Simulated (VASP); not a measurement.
# W (I4/mmm) in VASP: further runs

W is run at these levels: PBEsol; tasks: single point.

All numbers are computed with VASP 6.6.1; they aren't measurements. Logs are shortened: lines on timing, memory, paths and dates and some standing lists are left out, and cuts for length are marked.

## (1) The cell of the first run

Symmetry: I4/mmm, No. 139, tetragonal system. Conventional cell: a = 3.154 Å, b = 3.154 Å, c = 2.839 Å, α = 90.00°, β = 90.00°, γ = 90.00°. W (site symmetry 4/mmm) has 14 W at 2.64 to 3.15 Å within 3.5 Å.

## (2) Single point, PBEsol (strain -0.1000 x Voigt [0, 1, 0, 0, 0, 0])

INCAR reads:

```
SYSTEM = W
PREC = Accurate
ENCUT = 520
EDIFF = 1E-7
ISMEAR = 0
SIGMA = 0.15
LREAL = .FALSE.
LASPH = .TRUE.
NELM = 60
ALGO = Fast
ISIF = 2
LWAVE = .FALSE.
LCHARG = .TRUE.
GGA = PS
LELF = .TRUE.
LVHAR = .TRUE.
NBANDS = 13
```

KPOINTS reads:

```
Automatic mesh
0
G
  26 26 26
  0 0 0
```

POSCAR reads:

```
W
1.0
   -1.5771801398      1.4194621258      1.5771801398
    1.5771801398     -1.4194621258      1.5771801398
    1.5771801398      1.4194621258     -1.5771801398
W
1
Direct
    0.0000000000      0.0000000000      0.0000000000
```

Potentials or basis: VASP PAW PBE potentials, release 64 (W_sv).

Command:

```console
> cat potpaw_PBE.64/W_sv/POTCAR > POTCAR
> mpirun -np 1 vasp_std > vasp.out
```

OUTCAR:

```text
SYSTEM = W
   PREC = Accurate
   ENCUT = 520
   EDIFF = 1E-7
   ISMEAR = 0
   LREAL = .FALSE.
   LASPH = .TRUE.
   NELM = 60
   ISIF = 2
   GGA = PS

 ion  position               nearest neighbor table
   1  0.000  0.000  0.000-

  LATTYP: Found a body centered tetragonal cell.
 ALAT       =     3.1543602796
 C/A-ratio  =     0.9000000000

  Lattice vectors:

 A1 = (  -1.5771801398,  -1.4194621258,   1.5771801398)
 A2 = (   1.5771801398,  -1.4194621258,  -1.5771801398)
 A3 = (   1.5771801398,   1.4194621258,   1.5771801398)

Analysis of symmetry for initial positions (statically):
=====================================================================
 Subroutine PRICEL returns:
 Original cell was already a primitive cell.

 Routine SETGRP: Setting up the symmetry group for a
 body centered tetragonal supercell.

 Subroutine GETGRP returns: Found 16 space group operations
 (whereof 16 operations were pure point group operations)
 out of a pool of 16 trial point group operations.

The static configuration has the point symmetry D_4h.

Analysis of symmetry for dynamics (positions and initial velocities):
=====================================================================
 Subroutine PRICEL returns:
 Original cell was already a primitive cell.

 Routine SETGRP: Setting up the symmetry group for a
 body centered tetragonal supercell.

 Subroutine GETGRP returns: Found 16 space group operations
 (whereof 16 operations were pure point group operations)
 out of a pool of 16 trial point group operations.

The dynamic configuration has the point symmetry D_4h.

 Subroutine INISYM returns: Found 16 space group operations
 (whereof 16 operations are pure point group operations),
 and found     1 'primitive' translations

----------------------------------------------------------------------------------------

                                     Primitive cell

  volume of cell :      14.1236

  direct lattice vectors                    reciprocal lattice vectors
    -1.577180140  1.419462126  1.577180140     0.000000000  0.352246101  0.317021491
     1.577180140 -1.419462126  1.577180140     0.317021491  0.000000000  0.317021491
[... 81 lines left out ...]
   ENCUT  =  520.0 eV  38.22 Ry    6.18 a.u.   4.92  4.92  4.92*2*pi/ulx,y,z
   NELM   =     60;   NELMIN=  2; NELMDL= -5     # of ELM steps
   EDIFF  = 0.1E-06   stopping-criterion for ELM
   LREAL  =      F    real-space projection
   EDIFFG = 0.1E-05   stopping-criterion for IOM
   NSW    =      0    number of steps for IOM
   IBRION =     -1    ionic relax: 0-MD 1-quasi-New 2-CG
   NFREE  =      0    steps in history (QN), initial steepest desc. (CG)
   ISIF   =      2    stress and relaxation
   ISYM   =      2    0-nonsym 1-usesym 2-fastsym
   POTIM  = 0.5000    time-step for ionic-motion
   TEBEG  =    0.0;   TEEND  =   0.0 temperature during run
   PSTRESS=    0.0 pullay stress
   NELECT =      14.0000    total number of electrons
   NUPDOWN=      -1.0000    fix difference up-down
   EMIN   =  10.00;   EMAX   =-10.00  energy-range for DOS
   EFERMI =   0.00;   METHOD = LEGACY
   ISMEAR =     0;   SIGMA  =   0.15  broadening in eV -4-tet -1-fermi 0-gaus
   EFERMI_NEDOS =   21; number of points for ismear=-14 and -15
   IALGO  =     68    algorithm
   IMIX   =      4    mixing-type and parameters
     AMIX     =   0.40;   BMIX     =  1.00
     AMIX_MAG =   1.60;   BMIX_MAG =  1.00
  volume/ion in A,a.u.               =      14.12        95.31
  Fermi-wavevector in a.u.,A,eV,Ry     =   1.632308  3.084614 36.251752  2.664429
  Thomas-Fermi vector in A             =   2.724300
   LORBIT       =      0    0 simple, 1 ext, 2 COOP (PROOUT), +10 PAW based schemes
   GGA     = PS    functional components
   LHFCALC =     F    Hartree Fock is set to
   AEXX    =    0.0000 exact exchange contribution
   IVDW    =     0    specifies the selected vdW correction
   LEPSILON=     F    determine dielectric tensor
   LRPA    =     F    only Hartree local field effects (RPA)
 non-spin polarized calculation
 RMM-DIIS sequential band-by-band and
 Gauss-broadening in eV      SIGMA  =   0.15
  energy-cutoff  :      520.00
  volume of cell :       14.12
 maximum number of plane-waves:       396
   NGX =  9   NGY =  9   NGZ =  9

 number of electron      14.0000003 magnetization

 Free energy of the ion-electron system (eV)
  ---------------------------------------------------
  ext. energy  EPLUGINS =         0.00000000
  ---------------------------------------------------
  free energy    TOTEN  =       -13.46509021 eV

  energy without entropy =      -13.45913290  energy(sigma->0) =      -13.46211155

 E-fermi :  13.0415     XC(G=0): -14.4229

 val. band max:       13.0375374747   @ k =   0.1538  -0.1538   0.1538
 cond. band min:      13.0442002673   @ k =  -0.2308   0.3077   0.1923
 fundamental gap:      0.0066627926
 Fermi energy:        13.0414666978

 k-point     1 :       0.0000    0.0000    0.0000
  band No.  band energies     occupation
      1     -60.9879      2.00000
      2     -24.3624      2.00000
      3     -24.3624      2.00000
      4     -24.2690      2.00000
      5       2.7482      2.00000
      6      10.5550      2.00000
      7      12.2809      2.00000
      8      12.2809      2.00000
      9      14.2277      0.00000
     10      16.5724      0.00000
     11      27.2009      0.00000
     12      27.2009      0.00000
     13      29.5128      0.00000
[... 354 lines left out ...]
  band No.  band energies     occupation
      1     -60.7924      2.00000
      2     -25.8964      2.00000
      3     -24.8904      2.00000
      4     -24.4244      2.00000
      5       6.1840      2.00000
      6       8.8004      2.00000
      7      12.2840      2.00000
      8      15.6499      0.00000
      9      16.6330      0.00000
     10      17.9083      0.00000
     11      25.9517      0.00000
     12      29.7039      0.00000
     13      33.8558      0.00000

 [... further k-points ...]
[... 5 lines left out ...]
  --------------------------------------------------------------------------------------
  -------------------------------------------------------------------------------------
  Total        2.6849110      6.6967911      2.6849110      0.0000000      0.0000000      0.0000000
  in kB      304.5748756    759.6804238    304.5748756      0.0000000      0.0000000      0.0000000
  external PRESSURE =     456.2767250 kB  Pullay stress =       0.0000000 kB

 VOLUME and BASIS-vectors are now :
 -----------------------------------------------------------------------------
  energy-cutoff  :      520.00
  volume of cell :       14.12
      direct lattice vectors                 reciprocal lattice vectors
    -1.577180140  1.419462126  1.577180140     0.000000000  0.352246101  0.317021491
     1.577180140 -1.419462126  1.577180140     0.317021491  0.000000000  0.317021491
     1.577180140  1.419462126 -1.577180140     0.317021491  0.352246101  0.000000000

 POSITION                                       TOTAL-FORCE (eV/Angst)
 -----------------------------------------------------------------------------------
      0.00000      0.00000      0.00000         0.000000      0.000000      0.000000
 -----------------------------------------------------------------------------------
    total drift:                                0.000000      0.000000      0.000000

  FREE ENERGIE OF THE ION-ELECTRON SYSTEM (eV)
  ---------------------------------------------------
  free  energy   TOTEN  =       -13.4650902094 eV

  energy  without entropy=      -13.4591328990  energy(sigma->0) =      -13.46211155
```

OSZICAR:

```text
N       E                     dE             d eps       ncg     rms          rms(c)
DAV:   1     0.834246226039E+02    0.83425E+02   -0.74233E+03 34783   0.125E+03
DAV:   2    -0.124849501072E+02   -0.95910E+02   -0.92082E+02 38600   0.320E+02
DAV:   3    -0.140491727136E+02   -0.15642E+01   -0.15597E+01 38000   0.394E+01
DAV:   4    -0.140544593654E+02   -0.52867E-02   -0.52865E-02 38830   0.253E+00
DAV:   5    -0.140544953987E+02   -0.36033E-04   -0.36032E-04 38800   0.197E-01    0.267E+01
RMM:   6    -0.136049269418E+02    0.44957E+00   -0.29832E-01 37462   0.516E+00    0.121E+01
RMM:   7    -0.134688048091E+02    0.13612E+00   -0.24400E-01 38050   0.468E+00    0.538E-01
RMM:   8    -0.134651078135E+02    0.36970E-02   -0.10086E-02 43541   0.118E+00    0.230E-01
RMM:   9    -0.134650820966E+02    0.25717E-04   -0.14598E-03 42105   0.482E-01    0.348E-02
RMM:  10    -0.134650979088E+02   -0.15812E-04   -0.18533E-04 46154   0.174E-01    0.262E-02
RMM:  11    -0.134650889227E+02    0.89861E-05   -0.57214E-05 43339   0.909E-02    0.761E-03
RMM:  12    -0.134650900391E+02   -0.11165E-05   -0.11409E-05 45592   0.405E-02    0.172E-03
RMM:  13    -0.134650899875E+02    0.51632E-07   -0.14759E-06 39265   0.142E-02    0.121E-03
RMM:  14    -0.134650902294E+02   -0.24188E-06   -0.39705E-07 32319   0.713E-03    0.310E-03
RMM:  15    -0.134650902094E+02    0.20038E-07   -0.69526E-08 25799   0.286E-03
   1 F= -.13465090E+02 E0= -.13462112E+02  d E =-.595731E-02
```

stdout:

```text
POSCAR found type information on POSCAR W
 POSCAR found :  1 types and       1 ions
 scaLAPACK will be used
 -----------------------------------------------------------------------------
|                                                                             |
|                                                                             |
|     You enforced a specific xc type in the INCAR file but a different       |
|     I HOPE YOU KNOW WHAT YOU ARE DOING!                                     |
|                                                                             |
 -----------------------------------------------------------------------------

 LDA part: xc-table for (Slater+PW92), standard interpolation
 POSCAR, INCAR and KPOINTS ok, starting setup
 FFT: planning ... GRIDC
 FFT: planning ... GRID_SOFT
 FFT: planning ... GRID
 WAVECAR not read
 entering main loop
WARNING in EDDRMM: call to ZHEGV failed, returncode =   8  4     12
WARNING in EDDRMM: call to ZHEGV failed, returncode =   8  4     12
WARNING in EDDRMM: call to ZHEGV failed, returncode =   8  4     11
WARNING in EDDRMM: call to ZHEGV failed, returncode =   6  3     13
WARNING in EDDRMM: call to ZHEGV failed, returncode =   8  4     11
WARNING in EDDRMM: call to ZHEGV failed, returncode =   6  3     12
WARNING in EDDRMM: call to ZHEGV failed, returncode =   8  4     12
```

It took 2.2 min on 1 thread of Intel Xeon Platinum 8488C (Sapphire Rapids), shared host; peak memory 0.33 GiB.

What came out:

```
Free energy            : -13.4651 eV
Pressure               : 45.6 GPa
Band gap on the k mesh : zero (bands 7 and 8 overlap by 7.44 eV)
```

Levels at points of the mesh, in eV from the Fermi level:
```csv
k point,band 5,band 6,band 7,band 8,band 9,band 10
"(0.00, 0.00, 0.00)",-10.29,-2.49,-0.76,-0.76,1.19,3.53
"(0.50, 0.00, 0.00)",-7.12,-4.69,1.56,2.40,4.88,7.18
"(0.00, 0.50, 0.00)",-7.08,-2.96,0.55,0.98,2.87,7.01
"(0.50, 0.50, 0.50)",-7.03,-6.70,5.93,5.93,6.44,8.30
```

Caveat: the cell differs from its parent crystal (strain -0.1000 x Voigt [0, 1, 0, 0, 0, 0]); the stress differs along the axes, from 30 to 76 GPa; the PAW data sets were made with another functional, which shifts forces and pressure a little; spin-orbit coupling is left out, which moves the levels of the heavy elements.

(Part 1 of 2 ends here.)
